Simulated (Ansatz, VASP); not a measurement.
# In3Se: VASP beside Ansatz

```
CELL_PARAMETERS angstrom
4.80376 0.00000 0.00000
0.00000 4.80376 0.00000
0.00000 0.00000 4.80376
ATOMIC_POSITIONS crystal
In 0.00000 0.50000 0.50000
In 0.50000 0.00000 0.50000
In 0.50000 0.50000 0.00000
Se 0.00000 0.00000 0.00000
```

Alike in both runs: task single point; functional PBE; k mesh 10 × 10 × 10; occupations methfessel-paxton of order 1, width 0.05 eV; no spin polarisation.

|  | VASP | Ansatz |
| --- | --- | --- |
| version | VASP 6.6.1 | Ansatz 0.2.0 |
| potentials or method | VASP PAW PBE potentials, release 64 (In_d, Se), cutoff 520 eV | scalar-relativistic, plane waves, PAW |
| valence electrons in the cell | 45 | 55 |

|  | VASP | Ansatz | Ansatz less VASP |
| --- | --- | --- | --- |
| gap on the k mesh at the Fermi level (eV) | none | none | - |
| pressure (GPa) | -0.3 | -0.3 | +0.02 |

A gap of «none» marks a metal or a gap that the smearing closes. VASP's potentials hold 45 valence electrons a cell and Ansatz's 55, so a difference there can come from the potentials and not from the codes.
